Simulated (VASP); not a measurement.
AlN: single point with PBEsol

The system is AlN.

```xyz
32
Lattice="6.2276 0.0000 0.0000 -3.1138 5.3933 0.0000 0.0000 0.0000 9.9671" Properties=species:S:1:pos:R:3 pbc="T T T"
Al    1.5569    0.8989    2.4768
Al    1.5569    0.8989    7.4603
Al    0.0000    3.5955    2.4768
Al    0.0000    3.5955    7.4603
Al    4.6707    0.8989    2.4768
Al    4.6707    0.8989    7.4603
Al    3.1138    3.5955    2.4768
Al    3.1138    3.5955    7.4603
Al    0.0000    1.7978    4.9686
Al    0.0000    1.7978    9.9521
Al   -1.5569    4.4944    4.9686
Al   -1.5569    4.4944    9.9521
Al    3.1138    1.7978    4.9686
Al    3.1138    1.7978    9.9521
Al    1.5569    4.4944    4.9686
Al    1.5569    4.4944    9.9521
N     0.0000    1.7978    1.8888
N     0.0000    1.7978    6.8723
N    -1.5569    4.4944    1.8888
N    -1.5569    4.4944    6.8723
N     3.1138    1.7978    1.8888
N     3.1138    1.7978    6.8723
N     1.5569    4.4944    1.8888
N     1.5569    4.4944    6.8723
N     1.5569    0.8989    4.3805
N     1.5569    0.8989    9.3641
N     0.0000    3.5955    4.3805
N     0.0000    3.5955    9.3641
N     4.6707    0.8989    4.3805
N     4.6707    0.8989    9.3641
N     3.1138    3.5955    4.3805
N     3.1138    3.5955    9.3641
```

- Program: VASP 6.6.1
- Task: single point
- Functional: PBEsol
- Potentials or basis: VASP PAW PBE potentials, release 64 (Al, N)
- Cutoff: 520 eV
- k mesh: 1 × 1 × 1, shifted
- Occupations: fermi-dirac, width 0.05 eV
- Spin: no spin polarisation
- Dipole correction: no
- Further INCAR settings: LREAL = Auto; ALGO = Normal; EDIFF = 1e-07; NBANDS = 86; ISYM = 0

```
Pressure               : -0.5 GPa
Largest force          : 0.116 eV/Å
Band gap on the k mesh : 5.63 eV
```

Forces in eV/Å, atoms in the order of the input:
```
Al   0.000  0.000  0.116
Al   0.000  0.000  0.116
Al   0.000  0.000  0.116
Al   0.000  0.000  0.116
Al   0.000  0.000  0.116
Al   0.000  0.000  0.116
Al   0.000  0.000  0.116
Al   0.000  0.000  0.116
Al   0.000  0.000  0.116
Al   0.000  0.000  0.116
Al   0.000  0.000  0.116
Al   0.000  0.000  0.116
Al   0.000  0.000  0.116
Al   0.000  0.000  0.116
Al   0.000  0.000  0.116
Al   0.000  0.000  0.116
N    0.000  0.000 -0.116
N    0.000  0.000 -0.116
N    0.000  0.000 -0.116
N    0.000  0.000 -0.116
N    0.000  0.000 -0.116
N    0.000  0.000 -0.116
N    0.000  0.000 -0.116
N    0.000  0.000 -0.116
N    0.000  0.000 -0.116
N    0.000  0.000 -0.116
N    0.000  0.000 -0.116
N    0.000  0.000 -0.116
N    0.000  0.000 -0.116
N    0.000  0.000 -0.116
N    0.000  0.000 -0.116
N    0.000  0.000 -0.116
```

Stress tensor (GPa, compression positive):
```
-1.74  0.00  0.00
 0.00 -1.74  0.00
 0.00  0.00  2.03
```

Levels at points of the mesh, in eV from the valence-band top:
```tsv
k point	band 61	band 62	band 63	band 64	band 65	band 66	band 67	band 68
(0.25, 0.25, 0.25)	-0.38	-0.38	-0.29	0.00	5.63	6.37	6.44	6.44
```

Wall time 11 min on 1 thread of Intel Xeon 8259CL, with other jobs on the host, peak memory 0.47 GiB.

Caveat: the k points lie up to 1.17 Å⁻¹ apart; the PAW data sets were made with another functional, which shifts forces and pressure a little. A k mesh can miss the band edges.
